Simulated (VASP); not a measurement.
A run of VASP 6.6.1 is set up as follows.

File POSCAR:

```
CdSe
1.0
    4.1910374164      0.0000000000      0.0000000000
   -2.0955187082      3.6295448708      0.0000000000
    0.0000000000      0.0000000000      7.3659600000
Cd Se
2 2
Direct
    0.6666666667      0.3333333333      0.0000000000
    0.3333333333      0.6666666667      0.5000000000
    0.6666666667      0.3333333333      0.3750000000
    0.3333333333      0.6666666667      0.8750000000
```

INCAR.step1

```
SYSTEM = CdSe
PREC     = Accurate       ! precision mode
ENCUT    = 520            ! plane-wave cutoff, eV
ISMEAR   = 0              ! smearing method
SIGMA    = 0.05           ! smearing width, eV
LREAL    = .FALSE.        ! projectors in reciprocal space
LASPH    = .TRUE.         ! aspherical terms in the spheres
NELM     = 60             ! most SCF steps
NBANDS   = 26             ! bands
GGA      = PE             ! functional
ALGO     = Normal         ! electronic algorithm
EDIFF    = 1E-4           ! SCF threshold, eV
LWAVE    = .TRUE.         ! write WAVECAR
LCHARG   = .FALSE.        ! write CHGCAR
```

File INCAR.step2:

```
SYSTEM = CdSe
PREC     = Accurate       ! precision mode
ENCUT    = 520            ! plane-wave cutoff, eV
EDIFF    = 1E-6           ! SCF threshold, eV
ISMEAR   = 0              ! smearing method
SIGMA    = 0.05           ! smearing width, eV
LREAL    = .FALSE.        ! projectors in reciprocal space
LASPH    = .TRUE.         ! aspherical terms in the spheres
NELM     = 60             ! most SCF steps
ALGO     = Normal         ! electronic algorithm
ISIF     = 2              ! what is computed and relaxed
LWAVE    = .FALSE.        ! write WAVECAR
LCHARG   = .FALSE.        ! write CHGCAR
METAGGA  = R2SCAN         ! meta-GGA
LMIXTAU  = .TRUE.       
NBANDS   = 26             ! bands
ISTART   = 1
```

File KPOINTS:

```
Automatic mesh
0
G
  6 6 4
  0 0 0
```

Potentials or basis: VASP PAW PBE potentials, release 64 (Cd, Se).

Launch:

```bash
$ cat potpaw_PBE.64/Cd/POTCAR potpaw_PBE.64/Se/POTCAR > POTCAR
$ cp INCAR.step1 INCAR
$ mpirun -np 1 vasp_std > vasp.out
$ cp INCAR.step2 INCAR
$ mpirun -np 1 vasp_std > vasp.out
```

(1) Estimate the band gap on the k mesh.

(2) What does it give for the pressure?

(3) Estimate the largest force.

Answers

(1) 1.03 eV.

(2) 2.4 GPa.

(3) 0.470 eV/Å.

Caveat: the cell differs from its parent crystal (strain -0.025 along x and y, +0.050 along z); the stress differs along the axes, from -2 to 5 GPa; the PAW data sets were made with another functional, which shifts forces and pressure a little.
